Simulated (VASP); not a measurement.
# MnS (Fm-3m) in VASP: settings compared

MnS is run at these levels: PBEsol+U, LDA; tasks: single point, vibrations by perturbation theory.

Program: VASP 6.6.1. These are calculated values, not measurements. Logs are shortened: lines on timing, memory, paths and dates and some standing lists are left out, and cuts for length are marked.

### Step 1. The cell of the first run

It takes space group Fm-3m (No. 225, cubic). Conventional cell: a = 5.209 Å, b = 5.209 Å, c = 5.209 Å, α = 90.00°, β = 90.00°, γ = 90.00°. Within 3.4 Å of Mn (site symmetry m-3m) lie 6 S at 2.60 Å. S (site symmetry m-3m) has 6 Mn at 2.60 Å within 3.4 Å.

### Step 2. Single point, PBEsol+U, collinear spin, ferromagnetic start

INCAR reads:

```
SYSTEM = MnS
PREC = Accurate
ENCUT = 600
EDIFF = 1E-6
ISMEAR = -1
SIGMA = 0.05
LREAL = .FALSE.
LASPH = .TRUE.
NELM = 200
ALGO = Normal
ISIF = 2
LWAVE = .FALSE.
LCHARG = .TRUE.
ISPIN = 2
MAGMOM = 4 0
LORBIT = 11
LMAXMIX = 4
LDAU = .TRUE.
LDAUTYPE = 2
LDAUL = 2 -1
LDAUU = 2 0
LDAUJ = 0 0
LDAUPRINT = 1
GGA = PS
LELF = .TRUE.
LVHAR = .TRUE.
NBANDS = 22
GGA_COMPAT = .FALSE.
```

KPOINTS reads:

```
Automatic mesh
0
G
  9 9 9
  0 0 0
```

POSCAR reads:

```
MnS
1.0
    0.0000000000      2.6045000000      2.6045000000
    2.6045000000      0.0000000000      2.6045000000
    2.6045000000      2.6045000000      0.0000000000
Mn S
1 1
Direct
    0.0000000000      0.0000000000      0.0000000000
    0.5000000000      0.5000000000      0.5000000000
```

Potentials or basis: VASP PAW PBE potentials, release 64 (Mn_sv, S).

Run with:

```console
> cat potpaw_PBE.64/Mn_sv/POTCAR potpaw_PBE.64/S/POTCAR > POTCAR
> mpirun -np 1 vasp_std > vasp.out
```

OUTCAR:

```text
SYSTEM = MnS
   PREC = Accurate
   ENCUT = 600
   EDIFF = 1E-6
   ISMEAR = -1
   LREAL = .FALSE.
   LASPH = .TRUE.
   NELM = 200
   ISIF = 2
   ISPIN = 2
   LORBIT = 11
   GGA = PS

 ion  position               nearest neighbor table
   1  0.000  0.000  0.000-   2 2.60   2 2.60   2 2.60   2 2.60   2 2.60   2 2.60
   2  0.500  0.500  0.500-   1 2.60   1 2.60   1 2.60   1 2.60   1 2.60   1 2.60

  LATTYP: Found a face centered cubic cell.
 ALAT       =     5.2090000000

  Lattice vectors:

 A1 = (   0.0000000000,   2.6045000000,   2.6045000000)
 A2 = (   2.6045000000,   0.0000000000,   2.6045000000)
 A3 = (   2.6045000000,   2.6045000000,   0.0000000000)

Analysis of symmetry for initial positions (statically):
=====================================================================
 Subroutine PRICEL returns:
 Original cell was already a primitive cell.

 Routine SETGRP: Setting up the symmetry group for a
 face centered cubic supercell.

 Subroutine GETGRP returns: Found 48 space group operations
 (whereof 48 operations were pure point group operations)
 out of a pool of 48 trial point group operations.

The static configuration has the point symmetry O_h .

Analysis of symmetry for dynamics (positions and initial velocities):
=====================================================================
 Subroutine PRICEL returns:
 Original cell was already a primitive cell.

 Routine SETGRP: Setting up the symmetry group for a
 face centered cubic supercell.

 Subroutine GETGRP returns: Found 48 space group operations
 (whereof 48 operations were pure point group operations)
 out of a pool of 48 trial point group operations.

The dynamic configuration has the point symmetry O_h .

Analysis of structural, dynamic, and magnetic symmetry:
=====================================================================
 Subroutine PRICEL returns:
 Original cell was already a primitive cell.

 Routine SETGRP: Setting up the symmetry group for a
 face centered cubic supercell.

[... 166 lines left out ...]
 occupancies and eigenvectors

  o =  0.0202  v =  0.0000  0.0000  0.0000  0.0000  0.0000  0.9998 -0.0152 -0.0000 -0.0094 -0.0000      0.0000  0.0000  0.0000  0.0000  0.0000  0.0000  0.0000  0.0000  0.0000  0.0000
  o =  0.0202  v =  0.0000  0.0000  0.0000  0.0000  0.0000 -0.0149 -0.9995 -0.0000  0.0273  0.0000      0.0000  0.0000  0.0000  0.0000  0.0000  0.0000  0.0000  0.0000  0.0000  0.0000
  o =  0.0202  v =  0.0000  0.0000  0.0000  0.0000  0.0000 -0.0098 -0.0272 -0.0000 -0.9996 -0.0000      0.0000  0.0000  0.0000  0.0000  0.0000  0.0000  0.0000  0.0000  0.0000  0.0000
  o =  0.0749  v =  0.0000  0.0000  0.0000  0.0000  0.0000 -0.0000 -0.0000  0.0284  0.0000 -0.9996      0.0000  0.0000  0.0000  0.0000  0.0000  0.0000  0.0000  0.0000  0.0000  0.0000
  o =  0.0749  v =  0.0000  0.0000  0.0000  0.0000  0.0000  0.0000 -0.0000  0.9996 -0.0000  0.0284      0.0000  0.0000  0.0000  0.0000  0.0000  0.0000  0.0000  0.0000  0.0000  0.0000
  o =  0.8869  v =  1.0000  0.0000  0.0000  0.0000  0.0000  0.0000  0.0000  0.0000  0.0000  0.0000      0.0000  0.0000  0.0000  0.0000  0.0000  0.0000  0.0000  0.0000  0.0000  0.0000
  o =  0.8869  v =  0.0000 -0.2834 -0.0000 -0.9590  0.0000  0.0000  0.0000  0.0000  0.0000  0.0000      0.0000  0.0000  0.0000  0.0000  0.0000  0.0000  0.0000  0.0000  0.0000  0.0000
  o =  0.8869  v =  0.0000  0.9590 -0.0000 -0.2834 -0.0000  0.0000  0.0000  0.0000  0.0000  0.0000      0.0000  0.0000  0.0000  0.0000  0.0000  0.0000  0.0000  0.0000  0.0000  0.0000
  o =  0.9010  v =  0.0000 -0.0000 -0.9982  0.0000  0.0605  0.0000  0.0000  0.0000  0.0000  0.0000      0.0000  0.0000  0.0000  0.0000  0.0000  0.0000  0.0000  0.0000  0.0000  0.0000
  o =  0.9010  v =  0.0000 -0.0000 -0.0605 -0.0000 -0.9982  0.0000  0.0000  0.0000  0.0000  0.0000      0.0000  0.0000  0.0000  0.0000  0.0000  0.0000  0.0000  0.0000  0.0000  0.0000

 number of electron      20.9999992 magnetization       4.9429928

 Free energy of the ion-electron system (eV)
  ---------------------------------------------------
  ext. energy  EPLUGINS =         0.00000000
  ---------------------------------------------------
  free energy    TOTEN  =       -14.14576302 eV

  energy without entropy =      -14.14187353  energy(sigma->0) =      -14.14381827

 E-fermi :   7.6886     XC(G=0): -10.8267

 val. band max:        7.6753326666   @ k =   0.4444   0.0000   0.0000
 cond. band min:       7.7938657308   @ k =   0.4444   0.3333   0.0000
 fundamental gap:      0.1185330643
 Fermi energy:         7.6886488011

 spin component 1

 k-point     1 :       0.0000    0.0000    0.0000
  band No.  band energies     occupation
      1     -74.1444      1.00000
      2     -43.0111      1.00000
      3     -43.0111      1.00000
      4     -43.0111      1.00000
      5      -6.8675      1.00000
      6       3.4852      1.00000
[... 1193 lines left out ...]
     21      22.8037      0.00000
     22      26.8610      0.00000

 [... further k-points ...]
[... 5 lines left out ...]
  --------------------------------------------------------------------------------------
  -------------------------------------------------------------------------------------
  Total       -0.6844200     -0.6844200     -0.6844200     -0.0000000     -0.0000000     -0.0000000
  in kB      -31.0334603    -31.0334603    -31.0334603     -0.0000000     -0.0000000     -0.0000000
  external PRESSURE =     -31.0334603 kB  Pullay stress =       0.0000000 kB

 VOLUME and BASIS-vectors are now :
 -----------------------------------------------------------------------------
  energy-cutoff  :      600.00
  volume of cell :       35.33
      direct lattice vectors                 reciprocal lattice vectors
     0.000000000  2.604500000  2.604500000    -0.191975427  0.191975427  0.191975427
     2.604500000  0.000000000  2.604500000     0.191975427 -0.191975427  0.191975427
     2.604500000  2.604500000  0.000000000     0.191975427  0.191975427 -0.191975427

 POSITION                                       TOTAL-FORCE (eV/Angst)
 -----------------------------------------------------------------------------------
      0.00000      0.00000      0.00000        -0.000000     -0.000000     -0.000000
      2.60450      2.60450      2.60450         0.000000      0.000000      0.000000
 -----------------------------------------------------------------------------------
    total drift:                               -0.000000      0.000000      0.000000

  FREE ENERGIE OF THE ION-ELECTRON SYSTEM (eV)
  ---------------------------------------------------
  free  energy   TOTEN  =       -14.1457630193 eV

  energy  without entropy=      -14.1418735271  energy(sigma->0) =      -14.14381827

 total charge

# of ion       s       p       d       tot
------------------------------------------
    1        2.127   6.009   4.652  12.788
    2        1.317   2.411   0.000   3.729
--------------------------------------------------
tot          3.444   8.420   4.652  16.517

 magnetization (x)

# of ion       s       p       d       tot
------------------------------------------
    1        0.035   0.019   4.237   4.290
    2        0.024   0.086   0.000   0.110
--------------------------------------------------
tot          0.059   0.104   4.237   4.400
```

stdout:

```text
POSCAR found type information on POSCAR MnS
 POSCAR found :  2 types and       2 ions
 scaLAPACK will be used
 -----------------------------------------------------------------------------
|                                                                             |
|                                                                             |
|     You enforced a specific xc type in the INCAR file but a different       |
|     I HOPE YOU KNOW WHAT YOU ARE DOING!                                     |
|                                                                             |
 -----------------------------------------------------------------------------

 LDA part: xc-table for (Slater+PW92), standard interpolation
 POSCAR, INCAR and KPOINTS ok, starting setup
 FFT: planning ... GRIDC
 FFT: planning ... GRID_SOFT
 FFT: planning ... GRID
 WAVECAR not read
 entering main loop
```

Run time: 64 s. Hardware: 1 thread of Intel Xeon 6975P-C (Granite Rapids), shared host; peak memory 0.21 GiB.

What came out:

- Free energy: -14.1458 eV
- Pressure: -3.1 GPa
- Net moment: 4.94 μB per cell
- Site moments: Mn +4.29; S +0.11 μB
- Valence electrons inside the program's atomic spheres: Mn 12.79; S 3.73

Eigenvalues of the final occupation matrices:
```
    site  spin  trace               eigenvalues
site 1 d     1   4.46  0.89 0.89 0.89 0.90 0.90
site 1 d     2   0.21  0.02 0.02 0.02 0.07 0.07
```

Caveat: the cell stands under tension; the PAW data sets were made with another functional, which shifts forces and pressure a little; a cell with one magnetic atom can't hold antiferromagnetic order, which such compounds often take. The state reached can hang on the start; a lower one may exist.

### Step 3. Vibrations by perturbation theory, LDA, collinear spin, ferromagnetic start

INCAR reads:

```
SYSTEM = MnS
PREC = Accurate
ENCUT = 520
EDIFF = 1E-8
ISMEAR = -1
SIGMA = 0.05
LREAL = .FALSE.
LASPH = .TRUE.
NELM = 150
ALGO = Normal
ISIF = 2
LWAVE = .FALSE.
LCHARG = .FALSE.
ISPIN = 2
MAGMOM = 4 0
LORBIT = 11
LMAXMIX = 4
IBRION = 8
NSW = 1
```

KPOINTS reads:

```
Automatic mesh
0
G
  7 7 7
  0 0 0
```

POSCAR is that of step 2.

Potentials or basis: VASP PAW LDA potentials, release 64 (Mn_pv, S).

Run with:

```console
> cat potpaw_LDA.64/Mn_pv/POTCAR potpaw_LDA.64/S/POTCAR > POTCAR
> mpirun -np 1 vasp_std > vasp.out
```

OUTCAR:

```text
SYSTEM = MnS
   PREC = Accurate
   ENCUT = 520
   EDIFF = 1E-8
   ISMEAR = -1
   LREAL = .FALSE.
   LASPH = .TRUE.
   NELM = 150
   ISIF = 2
   ISPIN = 2
   LORBIT = 11
   IBRION = 8
   NSW = 1

 ion  position               nearest neighbor table
   1  0.000  0.000  0.000-   2 2.60   2 2.60   2 2.60   2 2.60   2 2.60   2 2.60
   2  0.500  0.500  0.500-   1 2.60   1 2.60   1 2.60   1 2.60   1 2.60   1 2.60

  LATTYP: Found a face centered cubic cell.
 ALAT       =     5.2090000000

  Lattice vectors:

 A1 = (   0.0000000000,   2.6045000000,   2.6045000000)
 A2 = (   2.6045000000,   0.0000000000,   2.6045000000)
 A3 = (   2.6045000000,   2.6045000000,   0.0000000000)

Analysis of symmetry for initial positions (statically):
=====================================================================
 Subroutine PRICEL returns:
 Original cell was already a primitive cell.

 Routine SETGRP: Setting up the symmetry group for a
 face centered cubic supercell.

[... 969 lines left out ...]
  y     0.00000     0.00000     0.00000     0.00000     0.00000     0.00000
  z     0.00000     0.00000     0.00000     0.00000     0.00000     0.00000

 SECOND DERIVATIVES (NOT SYMMETRIZED)
 ------------------------------------
               1X          1Y          1Z          2X          2Y          2Z
  1X    -2.028556    0.000000    0.000000    2.028556    0.000000    0.000000
  1Y     0.000000   -2.028556    0.000000    0.000000    2.028556    0.000000
  1Z     0.000000    0.000000   -2.028556    0.000000    0.000000    2.028556
  2X     2.069774    0.000000    0.000000   -2.069774    0.000000    0.000000
  2Y     0.000000    2.069774    0.000000    0.000000   -2.069774    0.000000
  2Z     0.000000    0.000000    2.069774    0.000000    0.000000   -2.069774

 Eigenvectors and eigenvalues of the dynamical matrix
 ----------------------------------------------------

   1 f  =    4.979990 THz    31.290198 2PiTHz  166.114575 cm-1    20.595573 meV
             X         Y         Z           dx          dy          dz
      0.000000  0.000000  0.000000     0.000000    0.603237    0.000000
      2.604500  2.604500  2.604500     0.000000   -0.797562    0.000000
[... 21 lines left out ...]
   6 f/i=    0.024097 THz     0.151408 2PiTHz    0.803802 cm-1     0.099659 meV
             X         Y         Z           dx          dy          dz
      0.000000  0.000000  0.000000     0.000000    0.000000    0.797562
      2.604500  2.604500  2.604500     0.000000    0.000000    0.603237

--------------------------------------------------------------------------------------------------------

 ELASTIC MODULI CONTR FROM IONIC RELAXATION (kBar)
 Direction    XX          YY          ZZ          XY          YZ          ZX
 --------------------------------------------------------------------------------
 XX           0.0000      0.0000      0.0000      0.0000      0.0000      0.0000
 YY           0.0000      0.0000      0.0000      0.0000      0.0000      0.0000
 ZZ           0.0000      0.0000      0.0000      0.0000      0.0000      0.0000
 XY           0.0000      0.0000      0.0000      0.0000      0.0000      0.0000
 YZ           0.0000      0.0000      0.0000      0.0000      0.0000      0.0000
 ZX           0.0000      0.0000      0.0000      0.0000      0.0000      0.0000
 --------------------------------------------------------------------------------

 total charge

# of ion       s       p       d       tot
------------------------------------------
    1        0.222   6.163   4.960  11.345
    2        1.329   2.359   0.000   3.689
--------------------------------------------------
tot          1.551   8.522   4.960  15.034

 magnetization (x)

# of ion       s       p       d       tot
------------------------------------------
    1        0.046   0.033   4.010   4.089
    2        0.025   0.077   0.000   0.102
--------------------------------------------------
tot          0.071   0.110   4.010   4.191
```

stdout:

```text
POSCAR found type information on POSCAR MnS
 POSCAR found :  2 types and       2 ions
 scaLAPACK will be used
 LDA part: xc-table for (Slater(with rela. corr.)+CA(PZ))
 , standard interpolation
 POSCAR, INCAR and KPOINTS ok, starting setup
 FFT: planning ... GRIDC
 FFT: planning ... GRID_SOFT
 FFT: planning ... GRID
 WAVECAR not read
 entering main loop
 Linear response reoptimize wavefunctions to high precision
 Linear response DOF=           2
 Linear response progress:
 first order change of Fermi-energy   0.13921E-03
 force on displaced ion       1 direction 1 :  -2.029   0.000   0.000
 Linear response progress:
 first order change of Fermi-energy   0.10766E-02
 force on displaced ion       2 direction 1 :  -2.070   0.000   0.000
 Linear response finished
```

Wall time 97 s (1 thread of Intel Xeon Platinum 8488C (Sapphire Rapids), shared host); peak memory 0.23 GiB.

What came out:

```yaml
Net_moment: 4.54 μB per cell
Site_moments: Mn +4.09; S +0.10 μB
Valence_electrons_inside_the_program's_atomic_spheres: Mn 11.35; S 3.69
Highest_phonon_frequency_at_Γ_LO-TO_splitting_left_out: 166 cm⁻¹
```

Phonon frequencies in cm⁻¹ (negative: imaginary):
```tsv
q point	frequencies
(0.000, 0.000, 0.000)	-1 -1 -1 166 166 166
```

Caveat: the cell stands under pressure or tension, which shifts response properties; a cell with one magnetic atom can't hold antiferromagnetic order, which such compounds often take.
